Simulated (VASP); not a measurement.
# B (Im-3m) in VASP: relaxation of cell and atoms with r2SCAN

Aim: the relaxation of cell and atoms of B with r2SCAN.

All numbers are computed with VASP 6.6.1; they aren't measurements. Logs are shortened: lines on timing, memory, paths and dates and some standing lists are left out, and cuts for length are marked.

## (1) The cell of the first run

Symmetry: Im-3m, No. 229, cubic system. Conventional cell: a = 2.294 Å, b = 2.294 Å, c = 2.294 Å, α = 90.00°, β = 90.00°, γ = 90.00°. B (site symmetry m-3m) has 14 B at 1.99 to 2.29 Å within 2.6 Å.

This isn't the form of B at room conditions, which is rhombohedral.

## (2) Relaxation of cell and atoms, r2SCAN

File POSCAR:

```
B
1.0
   -1.1469503105      1.1469503105      1.1469503105
    1.1469503105     -1.1469503105      1.1469503105
    1.1469503105      1.1469503105     -1.1469503105
B
1
Direct
    0.0000000000      0.0000000000      0.0000000000
```

File INCAR.step1:

```
SYSTEM = B
PREC = Accurate
ENCUT = 600
ISMEAR = 0
SIGMA = 0.1
LREAL = .FALSE.
LASPH = .TRUE.
NELM = 100
GGA = PE
ALGO = Normal
EDIFF = 1E-4
LWAVE = .TRUE.
LCHARG = .FALSE.
```

File INCAR.step2:

```
SYSTEM = B
PREC = Accurate
ENCUT = 600
EDIFF = 1E-6
ISMEAR = 0
SIGMA = 0.1
LREAL = .FALSE.
LASPH = .TRUE.
NELM = 100
ALGO = Normal
ISIF = 3
LWAVE = .FALSE.
LCHARG = .FALSE.
METAGGA = R2SCAN
LMIXTAU = .TRUE.
IBRION = 2
NSW = 100
EDIFFG = -0.01
ISTART = 1
```

File KPOINTS:

```
Automatic mesh
0
G
  34 34 34
  0 0 0
```

Potentials or basis: VASP PAW PBE potentials, release 64 (B).

Launch:

```sh
cat potpaw_PBE.64/B/POTCAR > POTCAR
cp INCAR.step1 INCAR
mpirun -np 1 vasp_std > vasp.out
cp INCAR.step2 INCAR
mpirun -np 1 vasp_std > vasp.out
```

OUTCAR:

```text
SYSTEM = B
   PREC = Accurate
   ENCUT = 600
   EDIFF = 1E-6
   ISMEAR = 0
   LREAL = .FALSE.
   LASPH = .TRUE.
   NELM = 100
   ISIF = 3
   METAGGA = R2SCAN
   IBRION = 2
   NSW = 100
   EDIFFG = -0.01
   ISTART = 1

 ion  position               nearest neighbor table
   1  0.000  0.000  0.000-

  LATTYP: Found a body centered cubic cell.
 ALAT       =     2.2939006210

  Lattice vectors:

 A1 = (  -1.1469503105,   1.1469503105,   1.1469503105)
 A2 = (   1.1469503105,  -1.1469503105,   1.1469503105)
 A3 = (   1.1469503105,   1.1469503105,  -1.1469503105)

Analysis of symmetry for initial positions (statically):
=====================================================================
 Subroutine PRICEL returns:
 Original cell was already a primitive cell.

 Routine SETGRP: Setting up the symmetry group for a
 body centered cubic supercell.

 Subroutine GETGRP returns: Found 48 space group operations
 (whereof 48 operations were pure point group operations)
 out of a pool of 48 trial point group operations.

The static configuration has the point symmetry O_h .

Analysis of symmetry for dynamics (positions and initial velocities):
=====================================================================
 Subroutine PRICEL returns:
 Original cell was already a primitive cell.

 Routine SETGRP: Setting up the symmetry group for a
 body centered cubic supercell.

 Subroutine GETGRP returns: Found 48 space group operations
 (whereof 48 operations were pure point group operations)
 out of a pool of 48 trial point group operations.

The dynamic configuration has the point symmetry O_h .

 Subroutine INISYM returns: Found 48 space group operations
 (whereof 48 operations are pure point group operations),
 and found     1 'primitive' translations

----------------------------------------------------------------------------------------

                                     Primitive cell

  volume of cell :       6.0352

  direct lattice vectors                    reciprocal lattice vectors
    -1.146950311  1.146950311  1.146950311     0.000000000  0.435938676  0.435938676
     1.146950311 -1.146950311  1.146950311     0.435938676  0.000000000  0.435938676
     1.146950311  1.146950311 -1.146950311     0.435938676  0.435938676  0.000000000

  length of vectors
     1.986576212  1.986576212  1.986576212     0.616510388  0.616510388  0.616510388

  position of ions in fractional coordinates (direct lattice)
     0.000000000  0.000000000  0.000000000

  ion indices of the primitive-cell ions
   primitive index   ion index
                 1           1

----------------------------------------------------------------------------------------

 KPOINTS: Automatic mesh

Automatic generation of k-mesh.
 Grid dimensions read from file:
 generate k-points for:   34   34   34

 Generating k-lattice:

  Cartesian coordinates                     Fractional coordinates (reciprocal lattice)
     0.000000000  0.012821726  0.012821726     0.029411765  0.000000000  0.000000000
     0.012821726  0.000000000  0.012821726     0.000000000  0.029411765  0.000000000
     0.012821726  0.012821726  0.000000000     0.000000000  0.000000000  0.029411765

  Length of vectors
     0.018132658  0.018132658  0.018132658

  Shift w.r.t. Gamma in fractional coordinates (k-lattice)
     0.000000000  0.000000000  0.000000000

 Subroutine IBZKPT returns following result:
 ===========================================

 Found   1059 irreducible k-points:

 Following reciprocal coordinates:
            Coordinates               Weight
  0.000000  0.000000  0.000000      1.000000
  0.029412  0.000000  0.000000     12.000000
  0.058824  0.000000  0.000000     12.000000
  0.088235  0.000000  0.000000     12.000000
  0.117647  0.000000  0.000000     12.000000
  0.147059  0.000000  0.000000     12.000000
[... 16 lines left out ...]
  0.147059  0.029412 -0.000000     48.000000
  0.176471  0.029412  0.000000     48.000000
 [... further k-points ...]
   k-points           NKPTS =   1059   k-points in BZ     NKDIM =   1059   number of bands    NBANDS=      5
   number of dos      NEDOS =    301   number of ions     NIONS =      1
   total plane-waves  NPLWV =   4096
   dimension x,y,z NGX =    16 NGY =   16 NGZ =   16
   dimension x,y,z NGXF=    32 NGYF=   32 NGZF=   32
   ions per type =               1
   NGX,Y,Z   is equivalent  to a cutoff of  13.39, 13.39, 13.39 a.u.
   NGXF,Y,Z  is equivalent  to a cutoff of  26.78, 26.78, 26.78 a.u.
 SYSTEM =  B
   PREC   = accura    normal or accurate (medium, high low for compatibility)
   ISTART =      1    job   : 0-new  1-cont  2-samecut
   ICHARG =      0    charge: 1-file 2-atom 10-const
   ISPIN  =      1    spin polarized calculation?
   LNONCOLLINEAR =      F non collinear calculations
   LSORBIT =      F    spin-orbit coupling
   LASPH  =      T    aspherical Exc in radial PAW
   ENCUT  =  600.0 eV  44.10 Ry    6.64 a.u.   3.97  3.97  3.97*2*pi/ulx,y,z
   NELM   =    100;   NELMIN=  2; NELMDL=  0     # of ELM steps
   EDIFF  = 0.1E-05   stopping-criterion for ELM
   LREAL  =      F    real-space projection
   EDIFFG = -.1E-01   stopping-criterion for IOM
   NSW    =    100    number of steps for IOM
   IBRION =      2    ionic relax: 0-MD 1-quasi-New 2-CG
   NFREE  =      1    steps in history (QN), initial steepest desc. (CG)
   ISIF   =      3    stress and relaxation
   ISYM   =      2    0-nonsym 1-usesym 2-fastsym
   POTIM  = 0.5000    time-step for ionic-motion
   TEBEG  =    0.0;   TEEND  =   0.0 temperature during run
   PSTRESS=    0.0 pullay stress
   NELECT =       3.0000    total number of electrons
   NUPDOWN=      -1.0000    fix difference up-down
   EMIN   =  10.00;   EMAX   =-10.00  energy-range for DOS
   EFERMI =   0.00;   METHOD = LEGACY
   ISMEAR =     0;   SIGMA  =   0.10  broadening in eV -4-tet -1-fermi 0-gaus
   EFERMI_NEDOS =   21; number of points for ismear=-14 and -15
   IALGO  =     38    algorithm
   IMIX   =      4    mixing-type and parameters
     AMIX     =   0.40;   BMIX     =  1.00
     AMIX_MAG =   1.60;   BMIX_MAG =  1.00
  volume/ion in A,a.u.               =       6.04        40.73
  Fermi-wavevector in a.u.,A,eV,Ry     =   1.296833  2.450659 22.881942  1.681775
  Thomas-Fermi vector in A             =   2.428264
   LORBIT       =      0    0 simple, 1 ext, 2 COOP (PROOUT), +10 PAW based schemes
   METAGGA = R2SCAN    functional components
   LHFCALC =     F    Hartree Fock is set to
   AEXX    =    0.0000 exact exchange contribution
   IVDW    =     0    specifies the selected vdW correction
   LEPSILON=     F    determine dielectric tensor
   LRPA    =     F    only Hartree local field effects (RPA)
 conjugate gradient relaxation of ions
 non-spin polarized calculation
 Gauss-broadening in eV      SIGMA  =   0.10
  energy-cutoff  :      600.00
  volume of cell :        6.04
 maximum number of plane-waves:       214
   NGX =  7   NGY =  7   NGZ =  7

--------------------------------------- Ionic step        1  -------------------------------------------

 number of electron       3.0000000 magnetization

 Free energy of the ion-electron system (eV)
  ---------------------------------------------------
  ext. energy  EPLUGINS =         0.00000000
  ---------------------------------------------------
  free energy    TOTEN  =        -5.50798240 eV

  energy without entropy =       -5.50704724  energy(sigma->0) =       -5.50751482

------------------------ aborting loop because EDIFF is reached ----------------------------------------

  FORCE on cell =-STRESS in cart. coord.  units (eV):
  Direction    XX          YY          ZZ          XY          YZ          ZX
  --------------------------------------------------------------------------------------
  -------------------------------------------------------------------------------------
  Total       -0.0106631     -0.0106631     -0.0106631      0.0000000      0.0000000      0.0000000
  in kB       -2.8307321     -2.8307321     -2.8307321      0.0000000      0.0000000      0.0000000
  external PRESSURE =      -2.8307321 kB  Pullay stress =       0.0000000 kB

 VOLUME and BASIS-vectors are now :
 -----------------------------------------------------------------------------
  energy-cutoff  :      600.00
  volume of cell :        6.04
      direct lattice vectors                 reciprocal lattice vectors
    -1.146950311  1.146950311  1.146950311     0.000000000  0.435938676  0.435938676
     1.146950311 -1.146950311  1.146950311     0.435938676  0.000000000  0.435938676
     1.146950311  1.146950311 -1.146950311     0.435938676  0.435938676  0.000000000

 POSITION                                       TOTAL-FORCE (eV/Angst)
 -----------------------------------------------------------------------------------
      0.00000      0.00000      0.00000         0.000000      0.000000      0.000000
 -----------------------------------------------------------------------------------
    total drift:                                0.000000     -0.000000      0.000000

  FREE ENERGIE OF THE ION-ELECTRON SYSTEM (eV)
  ---------------------------------------------------
  free  energy   TOTEN  =        -5.5079823957 eV

  energy  without entropy=       -5.5070472390  energy(sigma->0) =       -5.50751482

--------------------------------------- Ionic step        2  -------------------------------------------

 number of electron       3.0000000 magnetization

 Free energy of the ion-electron system (eV)
  ---------------------------------------------------
  ext. energy  EPLUGINS =         0.00000000
  ---------------------------------------------------
  free energy    TOTEN  =        -5.50798806 eV

  energy without entropy =       -5.50705288  energy(sigma->0) =       -5.50752047

 E-fermi :  10.4019     XC(G=0): -14.0733

 val. band max:       10.3989373928   @ k =  -0.3235   0.4706   0.1176
 cond. band min:      10.4077027365   @ k =  -0.3529   0.4706   0.2059
 fundamental gap:      0.0087653438
 Fermi energy:        10.4018501771

 k-point     1 :       0.0000    0.0000    0.0000
  band No.  band energies     occupation
      1      -9.8438      2.00000
      2      27.6603      0.00000
      3      27.6603      0.00000
      4      27.6603      0.00000
      5      46.1265      0.00000

 k-point     2 :       0.0294    0.0000    0.0000
  band No.  band energies     occupation
      1      -9.8014      2.00000
      2      27.5142      0.00000
      3      27.5467      0.00000
      4      27.6324      0.00000
      5      45.6705      0.00000

 k-point     3 :       0.0588    0.0000    0.0000
  band No.  band energies     occupation
      1      -9.6741      2.00000
      2      27.0727      0.00000
      3      27.2220      0.00000
      4      27.5492      0.00000
      5      44.5110      0.00000

 k-point     4 :       0.0882    0.0000    0.0000
  band No.  band energies     occupation
      1      -9.4620      2.00000
      2      26.3302      0.00000
      3      26.7277      0.00000
      4      27.4126      0.00000
      5      42.9233      0.00000
[... 137 lines left out ...]
 k-point    22 :       0.1176    0.0294    0.0000
  band No.  band energies     occupation
      1      -8.9532      2.00000
      2      24.6325      0.00000
      3      25.7066      0.00000
      4      27.0089      0.00000
      5      40.7664      0.00000

 k-point    23 :       0.1471    0.0294   -0.0000
  band No.  band energies     occupation
      1      -8.5296      2.00000
      2      23.2280      0.00000
      3      24.9832      0.00000
      4      26.7461      0.00000
      5      39.7460      0.00000

 k-point    24 :       0.1765    0.0294    0.0000
  band No.  band energies     occupation
      1      -8.0219      2.00000
      2      21.6158      0.00000
      3      24.2589      0.00000
      4      26.4503      0.00000
      5      38.9848      0.00000

 [... further k-points ...]

------------------------ aborting loop because EDIFF is reached ----------------------------------------

  FORCE on cell =-STRESS in cart. coord.  units (eV):
  Direction    XX          YY          ZZ          XY          YZ          ZX
  --------------------------------------------------------------------------------------
  -------------------------------------------------------------------------------------
  Total        0.0034870      0.0034870      0.0034870      0.0000000      0.0000000      0.0000000
  in kB        0.9271316      0.9271316      0.9271316      0.0000000      0.0000000      0.0000000
  external PRESSURE =       0.9271316 kB  Pullay stress =       0.0000000 kB

 VOLUME and BASIS-vectors are now :
 -----------------------------------------------------------------------------
  energy-cutoff  :      600.00
  volume of cell :        6.03
      direct lattice vectors                 reciprocal lattice vectors
    -1.146360303  1.146360303  1.146360303     0.000000000  0.436163045  0.436163045
     1.146360303 -1.146360303  1.146360303     0.436163045  0.000000000  0.436163045
     1.146360303  1.146360303 -1.146360303     0.436163045  0.436163045  0.000000000

 POSITION                                       TOTAL-FORCE (eV/Angst)
 -----------------------------------------------------------------------------------
      0.00000      0.00000      0.00000         0.000000      0.000000      0.000000
 -----------------------------------------------------------------------------------
    total drift:                               -0.000000     -0.000000     -0.000000

  FREE ENERGIE OF THE ION-ELECTRON SYSTEM (eV)
  ---------------------------------------------------
  free  energy   TOTEN  =        -5.5079880611 eV

  energy  without entropy=       -5.5070528836  energy(sigma->0) =       -5.50752047

 reached required accuracy - stopping structural energy minimisation
```

Wall time 35 s (1 thread of Intel Xeon 6975P-C (Granite Rapids), shared host); peak memory 0.14 GiB.

Results:

* Free energy: -5.5080 eV
* Relaxed volume: 6.03 Å³/atom
* Relaxed cell: a = 1.986 Å, b = 1.986 Å, c = 1.986 Å, α = 109.47°, β = 109.47°, γ = 109.47°
* Space group after relaxing (to 0.1 Å): Im-3m (No. 229)
* Energy gained by relaxing: 0.0 meV/atom
* Ionic steps: 2
* Pressure after relaxing: 0.1 GPa
* Band gap on the k mesh: zero (an odd number of electrons rules out a gap without spin polarisation)

Final structure:
```yaml
crystal:
  lattice:
    - [-1.14636, 1.14636, 1.14636]
    - [1.14636, -1.14636, 1.14636]
    - [1.14636, 1.14636, -1.14636]
  atoms:
    - { symbol: B, position: [0.00000, 0.00000, 0.00000] }
```

Levels at points of the mesh, in eV from the Fermi level:
```
           k point  band 1  band 2  band 3  band 4  band 5
(0.00, 0.00, 0.00)  -20.25   17.26   17.26   17.26   35.72
(0.50, 0.00, 0.00)   -9.95   -5.07    9.71   13.91   23.26
(0.50, 0.50, 0.50)    0.56    0.56    0.56   10.39   10.39
```

Caveat: the PAW data sets were made with another functional, which shifts forces and pressure a little.
